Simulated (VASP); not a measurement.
# TiNi (Pm-3m) in VASP: further runs

TiNi is run at these levels: r2SCAN; tasks: relaxation of cell and atoms, single point.

Everything below comes from runs of VASP 6.6.1. Logs are shortened: lines on timing, memory, paths and dates and some standing lists are left out, and cuts for length are marked.

## Step 1: The cell of the first run

Symmetry: Pm-3m, No. 221, cubic system. Conventional cell: a = 2.728 Å, b = 2.728 Å, c = 2.728 Å, α = 90.00°, β = 90.00°, γ = 90.00°. Ti (site symmetry m-3m) has 8 Ni at 2.36 Å and 6 Ti at 2.73 Å within 3.1 Å. Ni (site symmetry m-3m) has 8 Ti at 2.36 Å and 6 Ni at 2.73 Å within 3.1 Å.

## Step 2: Relaxation of cell and atoms, r2SCAN, target pressure 90 GPa, at which the enthalpy is minimised

The input, POSCAR:

```
TiNi
1.0
    2.7280594846      0.0000000000      0.0000000000
    0.0000000000      2.7280594846      0.0000000000
    0.0000000000      0.0000000000      2.7280594846
Ti Ni
1 1
Direct
    0.5000000000      0.5000000000      0.5000000000
    0.0000000000      0.0000000000      0.0000000000
```

The input, INCAR.step1:

```
SYSTEM = TiNi
ALGO = Normal
EDIFF = 1E-4
ENCUT = 600
GGA = PE
ISMEAR = 0
LASPH = .True.
LCHARG = .False.
LREAL = .False.
LWAVE = .True.
NELM = 80
PREC = Accurate
SIGMA = 0.1
```

The input, INCAR.step2:

```
SYSTEM = TiNi
ALGO = Normal
EDIFF = 1E-7
EDIFFG = -0.008
ENCUT = 600
IBRION = 2
ISIF = 3
ISMEAR = 0
ISTART = 1
LASPH = .True.
LCHARG = .False.
LMIXTAU = .True.
LREAL = .False.
LWAVE = .False.
METAGGA = R2SCAN
NELM = 80
NSW = 70
PREC = Accurate
PSTRESS = 900.0
SIGMA = 0.1
```

The input, KPOINTS:

```
k-points
0
Gamma
  16 16 16
  0 0 0
```

Potentials or basis: VASP PAW PBE potentials, release 64 (Ti_sv, Ni).

On the command line:

```sh
> cat potpaw_PBE.64/Ti_sv/POTCAR potpaw_PBE.64/Ni/POTCAR > POTCAR
> cp INCAR.step1 INCAR
> mpirun -np 1 vasp_std > vasp.out
> cp INCAR.step2 INCAR
> mpirun -np 1 vasp_std > vasp.out
```

OUTCAR:

```text
SYSTEM = TiNi
   EDIFF = 1E-7
   EDIFFG = -0.008
   ENCUT = 600
   IBRION = 2
   ISIF = 3
   ISMEAR = 0
   ISTART = 1
   LASPH = .True.
   LREAL = .False.
   METAGGA = R2SCAN
   NELM = 80
   NSW = 70
   PREC = Accurate
   PSTRESS = 900.0

 ion  position               nearest neighbor table
   1  0.500  0.500  0.500-   2 2.36   2 2.36   2 2.36   2 2.36   2 2.36   2 2.36   2 2.36   2 2.36

   2  0.000  0.000  0.000-   1 2.36   1 2.36   1 2.36   1 2.36   1 2.36   1 2.36   1 2.36   1 2.36

  LATTYP: Found a simple cubic cell.
 ALAT       =     2.7280594846

  Lattice vectors:

 A1 = (   2.7280594846,   0.0000000000,   0.0000000000)
 A2 = (   0.0000000000,   2.7280594846,   0.0000000000)
 A3 = (   0.0000000000,   0.0000000000,   2.7280594846)

Analysis of symmetry for initial positions (statically):
=====================================================================
 Subroutine PRICEL returns:
 Original cell was already a primitive cell.

 Routine SETGRP: Setting up the symmetry group for a
 simple cubic supercell.

 Subroutine GETGRP returns: Found 48 space group operations
 (whereof 48 operations were pure point group operations)
 out of a pool of 48 trial point group operations.

The static configuration has the point symmetry O_h .

Analysis of symmetry for dynamics (positions and initial velocities):
=====================================================================
 Subroutine PRICEL returns:
 Original cell was already a primitive cell.

 Routine SETGRP: Setting up the symmetry group for a
 simple cubic supercell.

 Subroutine GETGRP returns: Found 48 space group operations
 (whereof 48 operations were pure point group operations)
 out of a pool of 48 trial point group operations.

The dynamic configuration has the point symmetry O_h .

 Subroutine INISYM returns: Found 48 space group operations
 (whereof 48 operations are pure point group operations),
 and found     1 'primitive' translations

----------------------------------------------------------------------------------------

                                     Primitive cell

  volume of cell :      20.3031

  direct lattice vectors                    reciprocal lattice vectors
     2.728059485  0.000000000  0.000000000     0.366560922  0.000000000  0.000000000
     0.000000000  2.728059485  0.000000000     0.000000000  0.366560922  0.000000000
     0.000000000  0.000000000  2.728059485     0.000000000  0.000000000  0.366560922

  length of vectors
[... 98 lines left out ...]
   EFERMI_NEDOS =   21; number of points for ismear=-14 and -15
   IALGO  =     38    algorithm
   IMIX   =      4    mixing-type and parameters
     AMIX     =   0.40;   BMIX     =  1.00
     AMIX_MAG =   1.60;   BMIX_MAG =  1.00
  volume/ion in A,a.u.               =      10.15        68.51
  Fermi-wavevector in a.u.,A,eV,Ry     =   1.681494  3.177562 38.469395  2.827421
  Thomas-Fermi vector in A             =   2.765041
   LORBIT       =      0    0 simple, 1 ext, 2 COOP (PROOUT), +10 PAW based schemes
   METAGGA = R2SCAN    functional components
   LHFCALC =     F    Hartree Fock is set to
   AEXX    =    0.0000 exact exchange contribution
   IVDW    =     0    specifies the selected vdW correction
   LEPSILON=     F    determine dielectric tensor
   LRPA    =     F    only Hartree local field effects (RPA)
 conjugate gradient relaxation of ions
 non-spin polarized calculation
 Gauss-broadening in eV      SIGMA  =   0.10
  energy-cutoff  :      600.00
  volume of cell :       20.30
 maximum number of plane-waves:       701
 NGX is ok and might be reduce to    24
   NGX = 11   NGY = 11   NGZ = 11

--------------------------------------- Ionic step        1  -------------------------------------------

 number of electron      22.0000014 magnetization

 Free energy of the ion-electron system (eV)
  ---------------------------------------------------
  ext. energy  EPLUGINS =         0.00000000
  ---------------------------------------------------
  free energy    TOTEN  =       -24.23929138 eV

  energy without entropy =      -24.23029082  energy(sigma->0) =      -24.23479110

------------------------ aborting loop because EDIFF is reached ----------------------------------------

  FORCE on cell =-STRESS in cart. coord.  units (eV):
  Direction    XX          YY          ZZ          XY          YZ          ZX
  --------------------------------------------------------------------------------------
  -------------------------------------------------------------------------------------
  Total       10.6096080     10.6096080     10.6096080     -0.0000000      0.0000000     -0.0000000
  in kB      837.2370036    837.2370036    837.2370036     -0.0000000      0.0000000     -0.0000000
  external PRESSURE =     -62.7629964 kB  Pullay stress =     900.0000000 kB
[... 63 lines left out ...]
--------------------------------------- Ionic step        3  -------------------------------------------

 number of electron      22.0000011 magnetization

 Free energy of the ion-electron system (eV)
  ---------------------------------------------------
  ext. energy  EPLUGINS =         0.00000000
  ---------------------------------------------------
  free energy    TOTEN  =       -24.09874725 eV

  energy without entropy =      -24.08973939  energy(sigma->0) =      -24.09424332

 E-fermi :  13.8200     XC(G=0): -15.3506

 val. band max:       13.8088930780   @ k =   0.4375   0.3750   0.0000
 cond. band min:      13.8277009098   @ k =   0.3750   0.3750   0.1875
 fundamental gap:      0.0188078318
 Fermi energy:        13.8199915949

 k-point     1 :       0.0000    0.0000    0.0000
  band No.  band energies     occupation
      1     -45.2852      2.00000
      2     -20.1904      2.00000
      3     -20.1904      2.00000
      4     -20.1904      2.00000
      5       4.3230      2.00000
      6       7.7700      2.00000
      7       7.7700      2.00000
      8      10.8324      2.00000
      9      10.8324      2.00000
     10      10.8324      2.00000
     11      14.4602      0.00000
     12      14.4602      0.00000
     13      17.6809      0.00000
     14      17.6809      0.00000
[... 401 lines left out ...]
      2     -20.9829      2.00000
      3     -20.2423      2.00000
      4     -20.1221      2.00000
      5       8.4356      2.00000
      6       9.0246      2.00000
      7       9.5540      2.00000
      8      10.5413      2.00000
      9      10.8631      2.00000
     10      10.9248      2.00000
     11      13.0162      2.00000
     12      13.0250      2.00000
     13      15.0400      0.00000
     14      15.0796      0.00000
     15      17.1036      0.00000

 [... further k-points ...]
[... 5 lines left out ...]
  --------------------------------------------------------------------------------------
  -------------------------------------------------------------------------------------
  Total       11.2483421     11.2483421     11.2483421      0.0000000      0.0000000     -0.0000000
  in kB      899.1319230    899.1319230    899.1319230      0.0000000      0.0000000     -0.0000000
  external PRESSURE =      -0.8680770 kB  Pullay stress =     900.0000000 kB
[... 21 lines left out ...]
  energy  without entropy=      -24.0897393856  energy(sigma->0) =      -24.09424332

  enthalpy is  TOTEN    =       -12.8395452864 eV   P V=       11.2592019610

 reached required accuracy - stopping structural energy minimisation
```

OSZICAR.step1:

```text
N       E                     dE             d eps       ncg     rms          rms(c)
DAV:   1     0.172122736919E+03    0.17212E+03   -0.12476E+04  5070   0.226E+03
DAV:   2     0.927194752421E-03   -0.17212E+03   -0.16917E+03  5097   0.433E+02
DAV:   3    -0.138054319087E+02   -0.13806E+02   -0.13666E+02  8569   0.118E+02
DAV:   4    -0.142275944581E+02   -0.42216E+00   -0.41939E+00  5503   0.173E+01
DAV:   5    -0.142421082759E+02   -0.14514E-01   -0.14500E-01  6930   0.289E+00    0.187E+01
DAV:   6    -0.134607837658E+02    0.78132E+00   -0.14003E+01  5055   0.667E+01    0.966E+00
DAV:   7    -0.131126777610E+02    0.34811E+00   -0.10081E+01  6564   0.561E+01    0.932E+00
DAV:   8    -0.125505121612E+02    0.56217E+00   -0.26853E+00  6139   0.258E+01    0.225E+00
DAV:   9    -0.125826181207E+02   -0.32106E-01   -0.13934E-01  6841   0.520E+00    0.139E+00
DAV:  10    -0.125698890738E+02    0.12729E-01   -0.74789E-02  6778   0.467E+00    0.231E-01
DAV:  11    -0.125703823508E+02   -0.49328E-03   -0.30856E-03  5330   0.633E-01    0.856E-02
DAV:  12    -0.125702782452E+02    0.10411E-03   -0.24901E-04  3834   0.274E-01    0.249E-02
DAV:  13    -0.125702807437E+02   -0.24985E-05   -0.41183E-05  2545   0.943E-02
   1 F= -.12570281E+02 E0= -.12564952E+02  d E =-.106582E-01
```

It took 3.6 min on 1 thread of Intel Xeon 6975P-C (Granite Rapids), shared host; peak memory 0.21 GiB.

What came out:

- Free energy: -24.0987 eV
- Relaxed volume: 10.02 Å³/atom
- Relaxed cell: a = 2.716 Å, b = 2.716 Å, c = 2.716 Å, α = 90.00°, β = 90.00°, γ = 90.00°
- Space group after relaxing (to 0.05 Å): Pm-3m (No. 221)
- Energy change on relaxing (the enthalpy is what falls): +70.3 meV/atom
- Ionic steps: 3
- Pressure after relaxing: 89.9 GPa
- Band gap on the k mesh: zero (band 11 reaches 14.76 eV, above the bottom of band 12 at 11.99 eV)

Step by step:
```tsv
step	energy change (eV)	largest force (eV/Å)	pressure (GPa)	volume (Å³)
1	0.0000	0.0000	83.72	20.30
2	0.7019	0.0000	113.75	19.16
3	0.1405	0.0000	89.91	20.04
```

Final structure:
```yaml
crystal:
  lattice:
    - [2.71639, 0.00000, 0.00000]
    - [0.00000, 2.71639, 0.00000]
    - [0.00000, 0.00000, 2.71639]
  atoms:
    - { symbol: Ti, position: [0.50000, 0.50000, 0.50000] }
    - { symbol: Ni, position: [0.00000, 0.00000, 0.00000] }
```

Caveat: the cell is relaxed towards a set pressure, so the enthalpy falls and the energy may rise; the PAW data sets were made with another functional, which shifts forces and pressure a little.

## Step 3: Single point, r2SCAN (equal strain along all axes, cell held: -4.5 %)

The input, POSCAR:

```
TiNi
1.0
    2.8542937481      0.0000000000      0.0000000000
    0.0000000000      2.8542937481      0.0000000000
    0.0000000000      0.0000000000      2.8542937481
Ti Ni
1 1
Direct
    0.5000000000      0.5000000000      0.5000000000
    0.0000000000      0.0000000000      0.0000000000
```

The input, INCAR.step1:

```
SYSTEM = TiNi
ALGO = Normal
EDIFF = 1E-4
ENCUT = 520
GGA = PE
ISMEAR = 0
LASPH = .TRUE.
LCHARG = .FALSE.
LREAL = .FALSE.
LWAVE = .TRUE.
NBANDS = 18
NELM = 80
PREC = Accurate
SIGMA = 0.1
```

The input, INCAR.step2:

```
SYSTEM = TiNi
ALGO = Normal
EDIFF = 1E-6
ENCUT = 520
ISIF = 2
ISMEAR = 0
ISTART = 1
LASPH = .TRUE.
LCHARG = .FALSE.
LMIXTAU = .TRUE.
LREAL = .FALSE.
LWAVE = .FALSE.
METAGGA = R2SCAN
NBANDS = 18
NELM = 80
PREC = Accurate
SIGMA = 0.1
```

The input, KPOINTS:

```
k-points
0
G
  18 18 18
  0 0 0
```

Potentials or basis: VASP PAW PBE potentials, release 64 (Ti_sv, Ni).

On the command line:

```sh
> cat potpaw_PBE.64/Ti_sv/POTCAR potpaw_PBE.64/Ni/POTCAR > POTCAR
> cp INCAR.step1 INCAR
> mpirun -np 1 vasp_std > vasp.out
> cp INCAR.step2 INCAR
> mpirun -np 1 vasp_std > vasp.out
```

OUTCAR:

```text
SYSTEM = TiNi
   EDIFF = 1E-6
   ENCUT = 520
   ISIF = 2
   ISMEAR = 0
   ISTART = 1
   LASPH = .TRUE.
   LREAL = .FALSE.
   METAGGA = R2SCAN
   NELM = 80
   PREC = Accurate

 ion  position               nearest neighbor table
   1  0.500  0.500  0.500-   2 2.47   2 2.47   2 2.47   2 2.47   2 2.47   2 2.47   2 2.47   2 2.47

   2  0.000  0.000  0.000-   1 2.47   1 2.47   1 2.47   1 2.47   1 2.47   1 2.47   1 2.47   1 2.47

  LATTYP: Found a simple cubic cell.
 ALAT       =     2.8542937481

  Lattice vectors:

 A1 = (   2.8542937481,   0.0000000000,   0.0000000000)
 A2 = (   0.0000000000,   2.8542937481,   0.0000000000)
 A3 = (   0.0000000000,   0.0000000000,   2.8542937481)

Analysis of symmetry for initial positions (statically):
=====================================================================
 Subroutine PRICEL returns:
 Original cell was already a primitive cell.

 Routine SETGRP: Setting up the symmetry group for a
 simple cubic supercell.

 Subroutine GETGRP returns: Found 48 space group operations
 (whereof 48 operations were pure point group operations)
 out of a pool of 48 trial point group operations.

The static configuration has the point symmetry O_h .

[... 155 lines left out ...]
  ext. energy  EPLUGINS =         0.00000000
  ---------------------------------------------------
  free energy    TOTEN  =       -25.26380795 eV

  energy without entropy =      -25.25290111  energy(sigma->0) =      -25.25835453

 E-fermi :  11.5193     XC(G=0): -14.3913

 val. band max:       11.5183235901   @ k =   0.3889   0.3889   0.0000
 cond. band min:      11.5198661034   @ k =   0.5000   0.1667   0.1111
 fundamental gap:      0.0015425133
 Fermi energy:        11.5192996006

 k-point     1 :       0.0000    0.0000    0.0000
  band No.  band energies     occupation
      1     -47.8438      2.00000
      2     -22.8453      2.00000
      3     -22.8453      2.00000
      4     -22.8453      2.00000
      5       2.6052      2.00000
      6       6.5671      2.00000
[... 481 lines left out ...]
      5       5.0785      2.00000
      6       7.3585      2.00000
[... 10 lines left out ...]
     17      24.1168      0.00000
     18      26.3086      0.00000

 [... further k-points ...]
[... 5 lines left out ...]
  --------------------------------------------------------------------------------------
  -------------------------------------------------------------------------------------
  Total        4.7027610      4.7027610      4.7027610     -0.0000000      0.0000000      0.0000000
  in kB      324.0167697    324.0167697    324.0167697     -0.0000000      0.0000000      0.0000000
  external PRESSURE =     324.0167697 kB  Pullay stress =       0.0000000 kB

 VOLUME and BASIS-vectors are now :
 -----------------------------------------------------------------------------
  energy-cutoff  :      520.00
  volume of cell :       23.25
      direct lattice vectors                 reciprocal lattice vectors
     2.854293748  0.000000000  0.000000000     0.350349364  0.000000000  0.000000000
     0.000000000  2.854293748  0.000000000     0.000000000  0.350349364  0.000000000
     0.000000000  0.000000000  2.854293748     0.000000000  0.000000000  0.350349364

 POSITION                                       TOTAL-FORCE (eV/Angst)
 -----------------------------------------------------------------------------------
      1.42715      1.42715      1.42715         0.000000      0.000000      0.000000
      0.00000      0.00000      0.00000         0.000000      0.000000      0.000000
 -----------------------------------------------------------------------------------
    total drift:                                0.000000      0.000000     -0.000000

  FREE ENERGIE OF THE ION-ELECTRON SYSTEM (eV)
  ---------------------------------------------------
  free  energy   TOTEN  =       -25.2638079478 eV

  energy  without entropy=      -25.2529011056  energy(sigma->0) =      -25.25835453
```

OSZICAR.step1:

```text
N       E                     dE             d eps       ncg     rms          rms(c)
DAV:   1     0.169037210993E+03    0.16904E+03   -0.11035E+04  8216   0.165E+03
DAV:   2    -0.132878926893E+01   -0.17037E+03   -0.16567E+03  8004   0.361E+02
DAV:   3    -0.151155058599E+02   -0.13787E+02   -0.13569E+02 12212   0.984E+01
DAV:   4    -0.156609037054E+02   -0.54540E+00   -0.54071E+00  9400   0.163E+01
DAV:   5    -0.156783820262E+02   -0.17478E-01   -0.17464E-01  9414   0.284E+00    0.154E+01
DAV:   6    -0.144414771237E+02    0.12369E+01   -0.12070E+01  8458   0.545E+01    0.847E+00
DAV:   7    -0.145178572586E+02   -0.76380E-01   -0.99750E+00  9960   0.448E+01    0.119E+01
DAV:   8    -0.136333666283E+02    0.88449E+00   -0.45018E+00  9408   0.256E+01    0.174E+00
DAV:   9    -0.136578256317E+02   -0.24459E-01   -0.16607E-01 11286   0.524E+00    0.162E+00
DAV:  10    -0.136423650534E+02    0.15461E-01   -0.65282E-02 10542   0.365E+00    0.252E-01
DAV:  11    -0.136424512417E+02   -0.86188E-04   -0.25549E-03 10086   0.509E-01    0.673E-02
DAV:  12    -0.136423917510E+02    0.59491E-04   -0.26105E-04  7276   0.157E-01
   1 F= -.13642392E+02 E0= -.13636426E+02  d E =-.119310E-01
```

Wall time 3.9 min (1 thread of Intel Xeon Platinum 8259CL at 2.50GHz (Skylake/Cascade Lake), shared host); peak memory 0.22 GiB.

What came out:

* Free energy: -25.2638 eV
* Pressure: 32.4 GPa
* Band gap on the k mesh: zero (band 11 reaches 12.09 eV, above the bottom of band 12 at 9.95 eV)

Caveat: the cell differs from its parent crystal (equal strain along all axes, cell held: -4.5 %); the PAW data sets were made with another functional, which shifts forces and pressure a little. Spin polarisation is off, so any magnetic state and its effect on volume and gap are missing.

## Step 4: Single point, r2SCAN (equal strain along all axes, cell held: -3.0 %)

The input, POSCAR:

```
TiNi
1.0
    2.8991255870      0.0000000000      0.0000000000
    0.0000000000      2.8991255870      0.0000000000
    0.0000000000      0.0000000000      2.8991255870
Ti Ni
1 1
Direct
    0.5000000000      0.5000000000      0.5000000000
    0.0000000000      0.0000000000      0.0000000000
```

The input, INCAR.step1:

```
PREC = Accurate
ENCUT = 520
ISMEAR = 0
SIGMA = 0.1
LREAL = False
LASPH = True
NELM = 100
NBANDS = 18
GGA = PE
ALGO = Normal
EDIFF = 1E-4
LWAVE = True
LCHARG = False
```

The input, INCAR.step2:

```
PREC = Accurate
ENCUT = 520
EDIFF = 1E-7
ISMEAR = 0
SIGMA = 0.1
LREAL = False
LASPH = True
NELM = 100
ALGO = Normal
ISIF = 2
LWAVE = False
LCHARG = False
METAGGA = R2SCAN
LMIXTAU = True
NBANDS = 18
ISTART = 1
```

The input, KPOINTS:

```
Automatic mesh
0
Gamma
  18 18 18
```

On the command line:

```sh
> cat potpaw_PBE.64/Ti_sv/POTCAR potpaw_PBE.64/Ni/POTCAR > POTCAR
> cp INCAR.step1 INCAR
> mpirun -np 1 vasp_std > vasp.out
> cp INCAR.step2 INCAR
> mpirun -np 1 vasp_std > vasp.out
```

Run time: 4.2 min. Hardware: 1 thread of Intel Xeon Platinum 8259CL at 2.50GHz (Skylake/Cascade Lake), shared host; peak memory 0.22 GiB.

It converged, with:

| Item | Value |
| --- | --- |
| Free energy | -25.4434 eV |
| Pressure | 19.6 GPa |
| Band gap on the k mesh | zero (band 11 reaches 11.39 eV, above the bottom of band 12 at 9.36 eV) |

Levels at points of the mesh, in eV from the Fermi level:
| k point | band 9 | band 10 | band 11 | band 12 | band 13 | band 14 |
| --- | --- | --- | --- | --- | --- | --- |
| (0.00, 0.00, 0.00) | -2.36 | -2.36 | 0.55 | 0.55 | 3.03 | 3.03 |
| (0.50, 0.00, 0.00) | -2.50 | -2.02 | -0.87 | -0.66 | 0.71 | 0.71 |
| (0.50, 0.50, 0.00) | -1.52 | -0.84 | 0.43 | 0.43 | 1.09 | 2.65 |
| (0.50, 0.50, 0.50) | -2.64 | -2.64 | -1.49 | -1.49 | 3.72 | 3.72 |

Caveat: the cell differs from its parent crystal (equal strain along all axes, cell held: -3.0 %); the PAW data sets were made with another functional, which shifts forces and pressure a little. Spin polarisation is off, so any magnetic state and its effect on volume and gap are missing.

[end of part 1 of 2]
